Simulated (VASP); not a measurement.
A run of VASP 6.6.1 is set up as follows.

The input INCAR:

```
  PREC = Accurate
  ENCUT = 520
  EDIFF = 1E-6
  ISMEAR = 0
  SIGMA = 0.05
  LREAL = F
  LASPH = T
  NELM = 150
  ALGO = Normal
  ISIF = 2
  LWAVE = F
  LCHARG = F
  ISPIN = 2
  MAGMOM = 3 0
  LORBIT = 11
  LMAXMIX = 4
  GGA = PE
  NBANDS = 18
```

Contents of KPOINTS:

```
regular mesh
0
Gamma
  11 11 11
```

The input POSCAR:

```
FeO
1.0
    3.0698575900      0.0000000000      0.0000000000
    1.5669755375      2.6398131160      0.0000000000
    1.5669755375      0.8921008073      2.4845058738
Fe O
1 1
Direct
    0.0000000000      0.0000000000      0.0000000000
    0.5000000000      0.5000000000      0.5000000000
```

Potentials or basis: VASP PAW PBE potentials, release 64 (Fe, O).

Run with:

```console
$ cat potpaw_PBE.64/Fe/POTCAR potpaw_PBE.64/O/POTCAR > POTCAR
$ mpirun -np 1 vasp_std > vasp.out
```

Task: Predict the net moment.

Result: 4.00 μB per cell.

Task: Estimate the site moments.

Result: Fe +3.62; O +0.30 μB.

Task: Predict the pressure.

Result: -1.2 GPa.

Stress tensor (GPa, compression positive):
```
-1.52 -0.34 -0.24
-0.34 -1.12 -0.14
-0.24 -0.14 -1.02
```

Caveat: a cell with one magnetic atom can't hold antiferromagnetic order, which such compounds often take.
